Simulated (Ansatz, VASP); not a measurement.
# Pd: VASP beside Ansatz

POSCAR

```
Pd
1.0
    0.0000000000      1.9022382811      1.9022382811
    1.9022382811      0.0000000000      1.9022382811
    1.9022382811      1.9022382811      0.0000000000
Pd
1
Direct
    0.0000000000      0.0000000000      0.0000000000
```

INCAR.step1

```
PREC = Accurate
ENCUT = 520
ISMEAR = -1
SIGMA = 0.1
LREAL = False
LASPH = True
NELM = 60
NBANDS = 11
GGA = PE
ALGO = Normal
EDIFF = 1E-4
LWAVE = True
LCHARG = False
```

Contents of INCAR.step2:

```
PREC = Accurate
ENCUT = 520
EDIFF = 1E-6
ISMEAR = -1
SIGMA = 0.1
LREAL = False
LASPH = True
NELM = 60
ALGO = Normal
ISIF = 2
LWAVE = False
LCHARG = False
METAGGA = R2SCAN
LMIXTAU = True
NBANDS = 11
ISTART = 1
```

File KPOINTS:

```
regular mesh
0
Gamma
  23 23 23
```

Input for Ansatz:

```yaml
crystal:
  lattice:
    - [0.0, 1.9022382811, 1.9022382811]
    - [1.9022382811, 0.0, 1.9022382811]
    - [1.9022382811, 1.9022382811, 0.0]
  atoms:
    - { symbol: Pd, position: [0.0, 0.0, 0.0] }
hamiltonian:
  xc: r2scan
  pseudopotentials:
    kind: paw
    azcp:
      Pd: "pseudopotentials/Pd.paw.azcp"
basis:
  ecutwfc: 500
  fft_grid_basis: typed
kpoints:
  mp_grid: { grid: [23, 23, 23], shift: [0, 0, 0] }
magnetization:
  spin_polarized: false
scf:
  occupations: { method: fermi_dirac, width: 0.1 }
output:
  stress: true
```

Alike in both runs: task single point; functional r2SCAN; k mesh 23 × 23 × 23; occupations fermi-dirac, width 0.1 eV; no spin polarisation.

|  | VASP | Ansatz |
| --- | --- | --- |
| version | VASP 6.6.1 | Ansatz 0.2.0 |
| potentials or method | VASP PAW PBE potentials, release 64 (Pd), cutoff 520 eV | plane waves (500 eV) with PAW, scalar-relativistic |
| valence electrons in the cell | 10 | 18 |

Ansatz gave:

| Property | Result |
| --- | --- |
| pressure (GPa) | 18.9 |

What did VASP give for the same quantities?

Pressure (GPa): 20.1.

VASP's potentials were made for PBE, not for r2SCAN. VASP's potentials hold 10 valence electrons a cell and Ansatz's 18, so a difference there can come from the potentials and not from the codes.
